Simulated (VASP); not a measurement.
# AlNi (Pm-3m) in VASP: a series of runs

Aim: see how the results for AlNi move with the level of theory and the settings. Levels: r2SCAN, PBE-based screened hybrid, r2SCAN50. Tasks: single point.

Program: VASP 6.6.1. These are calculated values, not measurements. Logs are shortened: lines on timing, memory, paths and dates and some standing lists are left out, and cuts for length are marked.

### 1 The cell of the first run

It takes space group Pm-3m (No. 221, cubic). Conventional cell: a = 2.938 Å, b = 2.938 Å, c = 2.938 Å, α = 90.00°, β = 90.00°, γ = 90.00°. Ni (site symmetry m-3m) has 8 Al at 2.54 Å and 6 Ni at 2.94 Å within 3.4 Å. Within 3.4 Å of Al (site symmetry m-3m) lie 8 Ni at 2.54 Å and 6 Al at 2.94 Å.

### 2 Single point, r2SCAN, collinear spin, ferromagnetic start

Contents of POSCAR:

```
AlNi
1.0
    2.9375045414      0.0000000000      0.0000000000
    0.0000000000      2.9375045414      0.0000000000
    0.0000000000      0.0000000000      2.9375045414
Ni Al
1 1
Direct
    0.5000000000      0.5000000000      0.5000000000
    0.0000000000      0.0000000000      0.0000000000
```

Contents of INCAR.step1:

```
PREC = Accurate ; ENCUT = 520
ISMEAR = -1 ; SIGMA = 0.05
LREAL = False ; LASPH = True
NELM = 150 ; ISPIN = 2
MAGMOM = 1 0 ; LMAXMIX = 4
NBANDS = 18 ; GGA = PE
ALGO = Normal ; EDIFF = 1E-4
LWAVE = True ; LCHARG = False
```

Contents of INCAR.step2:

```
PREC = Accurate ; ENCUT = 520
EDIFF = 1E-7 ; ISMEAR = -1
SIGMA = 0.05 ; LREAL = False
LASPH = True ; NELM = 150
ALGO = Normal ; ISIF = 2
LWAVE = False ; LCHARG = False
ISPIN = 2 ; MAGMOM = 1 0
LORBIT = 11 ; LMAXMIX = 4
METAGGA = R2SCAN ; LMIXTAU = True
NBANDS = 18 ; ISTART = 1
```

Contents of KPOINTS:

```
Automatic mesh
0
Gamma
  9 9 9
```

Potentials or basis: VASP PAW PBE potentials, release 64 (Ni, Al).

On the command line:

```sh
$ cat potpaw_PBE.64/Ni/POTCAR potpaw_PBE.64/Al/POTCAR > POTCAR
$ cp INCAR.step1 INCAR
$ mpirun -np 1 vasp_std > vasp.out
$ cp INCAR.step2 INCAR
$ mpirun -np 1 vasp_std > vasp.out
```

OUTCAR:

```text
PREC = Accurate
   ENCUT = 520
   EDIFF = 1E-7
   ISMEAR = -1
   LREAL = False
   LASPH = True
   NELM = 150
   ISIF = 2
   ISPIN = 2
   LORBIT = 11
   METAGGA = R2SCAN
   ISTART = 1

 ion  position               nearest neighbor table
   1  0.500  0.500  0.500-   2 2.54   2 2.54   2 2.54   2 2.54   2 2.54   2 2.54   2 2.54   2 2.54

   2  0.000  0.000  0.000-   1 2.54   1 2.54   1 2.54   1 2.54   1 2.54   1 2.54   1 2.54   1 2.54

  LATTYP: Found a simple cubic cell.
 ALAT       =     2.9375045414

  Lattice vectors:

 A1 = (   2.9375045414,   0.0000000000,   0.0000000000)
 A2 = (   0.0000000000,   2.9375045414,   0.0000000000)
 A3 = (   0.0000000000,   0.0000000000,   2.9375045414)

Analysis of symmetry for initial positions (statically):
=====================================================================
 Subroutine PRICEL returns:
 Original cell was already a primitive cell.

 Routine SETGRP: Setting up the symmetry group for a
 simple cubic supercell.

 Subroutine GETGRP returns: Found 48 space group operations
 (whereof 48 operations were pure point group operations)
 out of a pool of 48 trial point group operations.

The static configuration has the point symmetry O_h .

Analysis of symmetry for dynamics (positions and initial velocities):
=====================================================================
 Subroutine PRICEL returns:
 Original cell was already a primitive cell.

 Routine SETGRP: Setting up the symmetry group for a
 simple cubic supercell.

 Subroutine GETGRP returns: Found 48 space group operations
 (whereof 48 operations were pure point group operations)
 out of a pool of 48 trial point group operations.

The dynamic configuration has the point symmetry O_h .

Analysis of structural, dynamic, and magnetic symmetry:
=====================================================================
 Subroutine PRICEL returns:
 Original cell was already a primitive cell.

 Routine SETGRP: Setting up the symmetry group for a
 simple cubic supercell.

 Subroutine GETGRP returns: Found 48 space group operations
 (whereof 48 operations were pure point group operations)
 out of a pool of 48 trial point group operations.

The overall configuration has the point symmetry O_h .

 Subroutine INISYM returns: Found 48 space group operations
 (whereof 48 operations are pure point group operations),
 and found     1 'primitive' translations

----------------------------------------------------------------------------------------

                                     Primitive cell

  volume of cell :      25.3475

  direct lattice vectors                    reciprocal lattice vectors
     2.937504541  0.000000000  0.000000000     0.340425006  0.000000000  0.000000000
     0.000000000  2.937504541  0.000000000     0.000000000  0.340425006  0.000000000
     0.000000000  0.000000000  2.937504541     0.000000000  0.000000000  0.340425006

  length of vectors
     2.937504541  2.937504541  2.937504541     0.340425006  0.340425006  0.340425006

  position of ions in fractional coordinates (direct lattice)
     0.500000000  0.500000000  0.500000000
     0.000000000  0.000000000  0.000000000

  ion indices of the primitive-cell ions
   primitive index   ion index
                 1           1
                 2           2

----------------------------------------------------------------------------------------

 KPOINTS: Automatic mesh

Automatic generation of k-mesh.
 Grid dimensions read from file:
 generate k-points for:    9    9    9

 Generating k-lattice:

  Cartesian coordinates                     Fractional coordinates (reciprocal lattice)
     0.037825001  0.000000000  0.000000000     0.111111111  0.000000000  0.000000000
     0.000000000  0.037825001  0.000000000     0.000000000  0.111111111  0.000000000
     0.000000000  0.000000000  0.037825001     0.000000000  0.000000000  0.111111111

  Length of vectors
     0.037825001  0.037825001  0.037825001

  Shift w.r.t. Gamma in fractional coordinates (k-lattice)
     0.000000000  0.000000000  0.000000000

 Subroutine IBZKPT returns following result:
 ===========================================

 Found     35 irreducible k-points:

 Following reciprocal coordinates:
            Coordinates               Weight
  0.000000  0.000000  0.000000      1.000000
  0.111111  0.000000  0.000000      6.000000
  0.222222  0.000000  0.000000      6.000000
  0.333333  0.000000  0.000000      6.000000
  0.444444  0.000000  0.000000      6.000000
  0.111111  0.111111  0.000000     12.000000
[... 16 lines left out ...]
  0.333333  0.333333  0.111111     24.000000
  0.444444  0.333333  0.111111     48.000000
 [... further k-points ...]
   k-points           NKPTS =     35   k-points in BZ     NKDIM =     35   number of bands    NBANDS=     18
   number of dos      NEDOS =    301   number of ions     NIONS =      2
   total plane-waves  NPLWV =  13824
   dimension x,y,z NGX =    24 NGY =   24 NGZ =   24
   dimension x,y,z NGXF=    48 NGYF=   48 NGZF=   48
   ions per type =               1   1
   NGX,Y,Z   is equivalent  to a cutoff of  13.58, 13.58, 13.58 a.u.
   NGXF,Y,Z  is equivalent  to a cutoff of  27.17, 27.17, 27.17 a.u.
 SYSTEM =  unknown system
   PREC   = accura    normal or accurate (medium, high low for compatibility)
   ISTART =      1    job   : 0-new  1-cont  2-samecut
   ICHARG =      0    charge: 1-file 2-atom 10-const
   ISPIN  =      2    spin polarized calculation?
   LNONCOLLINEAR =      F non collinear calculations
   LSORBIT =      F    spin-orbit coupling
   LASPH  =      T    aspherical Exc in radial PAW
   ENCUT  =  520.0 eV  38.22 Ry    6.18 a.u.   5.46  5.46  5.46*2*pi/ulx,y,z
   NELM   =    150;   NELMIN=  2; NELMDL=  0     # of ELM steps
   EDIFF  = 0.1E-06   stopping-criterion for ELM
   LREAL  =      F    real-space projection
   EDIFFG = 0.1E-05   stopping-criterion for IOM
   NSW    =      0    number of steps for IOM
   IBRION =     -1    ionic relax: 0-MD 1-quasi-New 2-CG
   NFREE  =      0    steps in history (QN), initial steepest desc. (CG)
   ISIF   =      2    stress and relaxation
   ISYM   =      2    0-nonsym 1-usesym 2-fastsym
   POTIM  = 0.5000    time-step for ionic-motion
   TEBEG  =    0.0;   TEEND  =   0.0 temperature during run
   PSTRESS=    0.0 pullay stress
   NELECT =      13.0000    total number of electrons
   NUPDOWN=      -1.0000    fix difference up-down
   EMIN   =  10.00;   EMAX   =-10.00  energy-range for DOS
   EFERMI =   0.00;   METHOD = LEGACY
   ISMEAR =    -1;   SIGMA  =   0.05  broadening in eV -4-tet -1-fermi 0-gaus
   EFERMI_NEDOS =   21; number of points for ismear=-14 and -15
   IALGO  =     38    algorithm
   IMIX   =      4    mixing-type and parameters
     AMIX     =   0.40;   BMIX     =  1.00
     AMIX_MAG =   1.60;   BMIX_MAG =  1.00
  volume/ion in A,a.u.               =      12.67        85.53
  Fermi-wavevector in a.u.,A,eV,Ry     =   1.310421  2.476336 23.363956  1.717202
  Thomas-Fermi vector in A             =   2.440952
   LORBIT       =     11    0 simple, 1 ext, 2 COOP (PROOUT), +10 PAW based schemes
   METAGGA = R2SCAN    functional components
   LHFCALC =     F    Hartree Fock is set to
   AEXX    =    0.0000 exact exchange contribution
   IVDW    =     0    specifies the selected vdW correction
   LEPSILON=     F    determine dielectric tensor
   LRPA    =     F    only Hartree local field effects (RPA)
 spin polarized calculation
  energy-cutoff  :      520.00
  volume of cell :       25.35
 maximum number of plane-waves:       703
 NGX is ok and might be reduce to    24
   NGX = 11   NGY = 11   NGZ = 11

 number of electron      12.9999995 magnetization       0.0000071

 number of electron      12.9999995 magnetization      -0.0000004

 Free energy of the ion-electron system (eV)
  ---------------------------------------------------
  ext. energy  EPLUGINS =         0.00000000
  ---------------------------------------------------
  free energy    TOTEN  =       -19.99268945 eV

  energy without entropy =      -19.98579830  energy(sigma->0) =      -19.98924388

 E-fermi :   9.1445     XC(G=0): -12.7116

 val. band max:        9.0816058845   @ k =   0.3333   0.1111   0.0000
 cond. band min:       9.1915639393   @ k =   0.3333   0.1111   0.1111
 fundamental gap:      0.1099580548
 Fermi energy:         9.1445138395

 spin component 1

 k-point     1 :       0.0000    0.0000    0.0000
  band No.  band energies     occupation
      1      -2.1415      1.00000
      2       6.0691      1.00000
      3       6.0691      1.00000
      4       7.6465      1.00000
      5       7.6465      1.00000
      6       7.6465      1.00000
[... 10 lines left out ...]
     17      33.0713      0.00000
     18      33.0713      0.00000
[... 463 lines left out ...]
 k-point    24 :       0.4444    0.3333    0.1111
  band No.  band energies     occupation
      1       3.0931      1.00000
      2       4.7319      1.00000
      3       6.1953      1.00000
      4       6.7684      1.00000
      5       7.2956      1.00000
      6       7.4207      1.00000
[... 10 lines left out ...]
     17      32.2825      0.00000
     18      36.0188      0.00000

 [... further k-points ...]

 spin component 2

 k-point     1 :       0.0000    0.0000    0.0000
  band No.  band energies     occupation
      1      -2.1415      1.00000
      2       6.0691      1.00000
      3       6.0691      1.00000
      4       7.6465      1.00000
      5       7.6465      1.00000
      6       7.6465      1.00000
[... 10 lines left out ...]
     17      33.0713      0.00000
     18      33.0713      0.00000
[... 463 lines left out ...]
 k-point    24 :       0.4444    0.3333    0.1111
  band No.  band energies     occupation
      1       3.0931      1.00000
      2       4.7319      1.00000
      3       6.1953      1.00000
      4       6.7684      1.00000
      5       7.2956      1.00000
      6       7.4207      1.00000
[... 10 lines left out ...]
     17      32.2825      0.00000
     18      36.0186      0.00000

 [... further k-points ...]
[... 5 lines left out ...]
  --------------------------------------------------------------------------------------
  -------------------------------------------------------------------------------------
  Total       -1.8609749     -1.8609749     -1.8609749     -0.0000000      0.0000000      0.0000000
  in kB     -117.6292861   -117.6292861   -117.6292861     -0.0000000      0.0000000      0.0000000
  external PRESSURE =    -117.6292861 kB  Pullay stress =       0.0000000 kB

 VOLUME and BASIS-vectors are now :
 -----------------------------------------------------------------------------
  energy-cutoff  :      520.00
  volume of cell :       25.35
      direct lattice vectors                 reciprocal lattice vectors
     2.937504541  0.000000000  0.000000000     0.340425006  0.000000000  0.000000000
     0.000000000  2.937504541  0.000000000     0.000000000  0.340425006  0.000000000
     0.000000000  0.000000000  2.937504541     0.000000000  0.000000000  0.340425006

 POSITION                                       TOTAL-FORCE (eV/Angst)
 -----------------------------------------------------------------------------------
      1.46875      1.46875      1.46875         0.000000      0.000000      0.000000
      0.00000      0.00000      0.00000         0.000000      0.000000      0.000000
 -----------------------------------------------------------------------------------
    total drift:                                0.000000      0.000000     -0.000000

  FREE ENERGIE OF THE ION-ELECTRON SYSTEM (eV)
  ---------------------------------------------------
  free  energy   TOTEN  =       -19.9926894522 eV

  energy  without entropy=      -19.9857983039  energy(sigma->0) =      -19.98924388

 total charge

# of ion       s       p       d       tot
------------------------------------------
    1        0.463   0.493   8.456   9.412
    2        0.374   0.399   0.000   0.773
--------------------------------------------------
tot          0.837   0.892   8.456  10.185

 magnetization (x)

# of ion       s       p       d       tot
------------------------------------------
    1       -0.000  -0.000  -0.000  -0.000
    2       -0.000   0.000   0.000   0.000
--------------------------------------------------
tot         -0.000  -0.000  -0.000  -0.000
```

Wall time 53 s (1 thread of Intel Xeon 6975P-C, shared host); peak memory 0.17 GiB.

Results:

```yaml
Free_energy: -19.9927 eV
Pressure: -11.8 GPa
Net_moment: 0.00 μB per cell
Valence_electrons_inside_the_program's_atomic_spheres: Ni 9.41; Al 0.77
```

Caveat: the PAW data sets were made with another functional, which shifts forces and pressure a little.

### 3 Single point, PBE-based screened hybrid, collinear spin, ferromagnetic start

This run uses another cell than the first one, of 11.81 Å³/atom, 0.932 times its volume.

Contents of POSCAR:

```
AlNi
1.0
    2.8694999002      0.0000000000      0.0000000000
    0.0000000000      2.8694999002      0.0000000000
    0.0000000000      0.0000000000      2.8694999002
Ni Al
1 1
Direct
    0.5000000000      0.5000000000      0.5000000000
    0.0000000000      0.0000000000      0.0000000000
```

Contents of INCAR.step1:

```
PREC = Accurate
ENCUT = 520
EDIFF = 1E-5
ISMEAR = -1
SIGMA = 0.05
LREAL = F
LASPH = T
NELM = 150
ALGO = Normal
ISIF = 2
LWAVE = T
ISPIN = 2
MAGMOM = 1 0
LORBIT = 11
LMAXMIX = 4
NBANDS = 18
GGA = PE
```

Contents of INCAR.step2:

```
PREC = Accurate
ENCUT = 520
EDIFF = 1E-7
ISMEAR = -1
SIGMA = 0.05
LREAL = F
LASPH = T
NELM = 150
ALGO = Normal
ISIF = 2
LWAVE = F
LCHARG = T
ISPIN = 2
MAGMOM = 1 0
LORBIT = 11
LMAXMIX = 4
GGA = PE
LHFCALC = T
AEXX = 0.25
HFSCREEN = 0.3
PRECFOCK = Normal
LELF = T
LVHAR = T
NBANDS = 18
ISTART = 1
```

Contents of KPOINTS:

```
regular mesh
0
Gamma
  5 5 5
```

Potentials or basis: VASP PAW PBE potentials, release 64 (Ni, Al).

On the command line:

```sh
$ cat potpaw_PBE.64/Ni/POTCAR potpaw_PBE.64/Al/POTCAR > POTCAR
$ cp INCAR.step1 INCAR
$ mpirun -np 1 vasp_std > vasp.out
$ cp INCAR.step2 INCAR
$ mpirun -np 1 vasp_std > vasp.out
```

Run time: 13 min. Hardware: 1 thread of Intel Xeon 6975P-C (Granite Rapids), shared host; peak memory 0.26 GiB.

The run converged. Its results:

* Free energy: -11.5847 eV
* Pressure: 0.2 GPa
* Net moment: 0.44 μB per cell
* Site moments: Ni +0.40; Al +0.02 μB
* Valence electrons inside the program's atomic spheres: Ni 9.56; Al 0.87

Levels at points of the mesh, in eV from the Fermi level:
Spin up:
```
           k point  band 2  band 3  band 4  band 5  band 6  band 7  band 8  band 9  band 10  band 11
(0.00, 0.00, 0.00)   -4.71   -4.71   -2.67   -2.67   -2.67    6.24    6.24    6.24     8.82     8.82
```
Spin down:
```tsv
k point	band 2	band 3	band 4	band 5	band 6	band 7	band 8	band 9	band 10	band 11
(0.00, 0.00, 0.00)	-3.64	-3.64	-2.24	-2.24	-2.24	6.33	6.33	6.33	9.27	9.27
```

Caveat: the k points lie up to 0.44 Å⁻¹ apart; the PAW data sets were made with another functional, which shifts forces and pressure a little.

### 4 Single point, r2SCAN50, collinear spin, ferromagnetic start

This run uses another cell than the first one, of 11.96 Å³/atom, 0.943 times its volume.

Contents of POSCAR:

```
AlNi
1.0
    2.8810000000      0.0000000000      0.0000000000
    0.0000000000      2.8810000000      0.0000000000
    0.0000000000      0.0000000000      2.8810000000
Ni Al
1 1
Direct
    0.5000000000      0.5000000000      0.5000000000
    0.0000000000      0.0000000000      0.0000000000
```

Contents of INCAR.step1:

```
SYSTEM = AlNi
PREC = Accurate
ENCUT = 520
EDIFF = 1E-5
ISMEAR = -1
SIGMA = 0.05
LREAL = .False.
LASPH = .True.
NELM = 150
ALGO = Normal
ISIF = 2
LWAVE = .True.
LCHARG = .False.
ISPIN = 2
MAGMOM = 1 0
LORBIT = 11
LMAXMIX = 4
NBANDS = 18
GGA = PE
```

Contents of INCAR.step2:

```
SYSTEM = AlNi
PREC = Accurate
ENCUT = 520
EDIFF = 1E-6
ISMEAR = -1
SIGMA = 0.05
LREAL = .False.
LASPH = .True.
NELM = 150
ALGO = Normal
ISIF = 2
LWAVE = .False.
LCHARG = .False.
ISPIN = 2
MAGMOM = 1 0
LORBIT = 11
LMAXMIX = 4
METAGGA = R2SCAN
LHFCALC = .True.
AEXX = 0.5
LMIXTAU = .True.
PRECFOCK = Normal
NBANDS = 18
ISTART = 1
```

Contents of KPOINTS:

```
regular mesh
0
Gamma
  5 5 5
  0 0 0
```

On the command line:

```sh
$ cat potpaw_PBE.64/Ni/POTCAR potpaw_PBE.64/Al/POTCAR > POTCAR
$ cp INCAR.step1 INCAR
$ mpirun -np 1 vasp_std > vasp.out
$ cp INCAR.step2 INCAR
$ mpirun -np 1 vasp_std > vasp.out
```

Wall time 12 min (1 thread of Intel Xeon 6975P-C (Granite Rapids), shared host); peak memory 0.17 GiB.

Results (log left out):

```
Free energy                                           : -20.4907 eV
Pressure                                              : -7.6 GPa
Net moment                                            : 0.06 μB per cell
Site moments                                          : Ni +0.06; Al +0.00 μB
Valence electrons inside the program's atomic spheres : Ni 9.66; Al 1.02
```

Levels at points of the mesh, in eV from the Fermi level:
Spin up:
```csv
k point,band 4,band 5,band 6,band 7,band 8,band 9
"(0.00, 0.00, 0.00)",-3.35,-3.35,-3.35,8.77,8.77,8.77
```
Spin down:
| k point | band 3 | band 4 | band 5 | band 6 | band 7 | band 8 | band 9 | band 10 |
| --- | --- | --- | --- | --- | --- | --- | --- | --- |
| (0.00, 0.00, 0.00) | -5.40 | -3.23 | -3.23 | -3.23 | 8.77 | 8.77 | 8.77 | 11.79 |

Caveat: the k points lie up to 0.44 Å⁻¹ apart; the PAW data sets were made with another functional, which shifts forces and pressure a little.

### 5 Overview

```csv
level,cell,k mesh,grid for exact exchange (PRECFOCK),share of exact exchange,screening parameter,gap on the mesh (eV),pressure (GPa),moment (μB)
r2SCAN,"a = 2.938 Å, 2 atoms",9 × 9 × 9,-,-,-,none,-11.8,0.00
PBE-based screened hybrid,"a = 2.869 Å, 2 atoms",5 × 5 × 5,Normal,0.25,0.3 1/Å,none,0.2,0.44
r2SCAN50,"a = 2.881 Å, 2 atoms",5 × 5 × 5,Normal,-,-,none,-7.6,0.06
```

Alike in all rows: task single point; potentials or basis VASP PAW PBE potentials, release 64 (Ni, Al); spin collinear, ferromagnetic start; cutoff (eV) 520; smearing fermi-dirac 0.05 eV.

Caveats: some runs use coarse meshes; the PAW data sets were made with another functional, which shifts forces and pressure a little.

Absolute energies hang on the potentials; compare differences alone.
